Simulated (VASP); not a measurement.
## HfO2: single point with PBE

The system is HfO2.

```
Hf O
1.0
    -2.55750   -2.55750    0.00000
     2.55750   -2.55750    0.00000
     0.00000    0.00000   10.48000
Hf O
4 8
Direct
  0.00000 0.00000 0.91514
  0.50000 0.50000 0.18303
  0.00000 0.00000 0.42706
  0.50000 0.50000 0.67110
  0.50000 0.00000 0.06101
  0.00000 0.50000 0.30505
  0.50000 0.00000 0.54908
  0.00000 0.50000 0.79312
  0.50000 0.00000 0.30505
  0.00000 0.50000 0.54908
  0.50000 0.00000 0.79312
  0.00000 0.50000 0.06101
```

This cell differs from its parent crystal: the distance across one plane changed.

```
Program             : VASP 6.6.1
Task                : single point
Functional          : PBE
Potentials or basis : VASP PAW PBE potentials, release 64 (Hf_pv, O)
Cutoff              : 520 eV
k mesh              : 6 × 6 × 3
Occupations         : gaussian, width 0.05 eV
Spin                : no spin polarisation
```

```
Pressure               : -10.1 GPa
Largest force          : 2.944 eV/Å
Band gap on the k mesh : 2.39 eV
```

Forces on the atoms (eV/Å):
```
Hf   0.000  0.000  2.944
Hf   0.000  0.000 -1.329
Hf   0.000  0.000 -0.978
Hf   0.000  0.000 -0.842
O    0.000  0.000 -1.672
O    0.000  0.000  0.416
O    0.000  0.000  0.481
O    0.000  0.000  0.879
O    0.000  0.000  0.416
O    0.000  0.000  0.481
O    0.000  0.000  0.879
O    0.000  0.000 -1.672
```

Stress tensor (GPa, compression positive):
```
 -6.50   0.00   0.00
  0.00  -6.50   0.00
  0.00   0.00 -17.26
```

Levels at points of the mesh, in eV from the valence-band top:
```csv
k point,band 42,band 43,band 44,band 45,band 46,band 47
"(0.00, 0.00, 0.00)",-0.85,-0.60,-0.60,2.51,2.76,2.82
"(0.50, 0.00, 0.00)",-2.25,-1.58,-1.46,3.13,3.25,3.34
"(0.50, 0.50, 0.00)",-0.89,-0.31,0.00,2.39,2.82,3.53
```

It took 5.1 min on 1 thread of Intel Xeon 8259CL (shared host), peak memory 0.3 GiB.

Caveat: the cell differs from its parent crystal (the distance across one plane changed); the stress differs along the axes, from -17 to -6 GPa; spin-orbit coupling is left out, which moves the levels of the heavy elements; forces of over 1 eV/Å act on the atoms, so gaps and moduli don't describe the material at rest. A k mesh can miss the band edges.
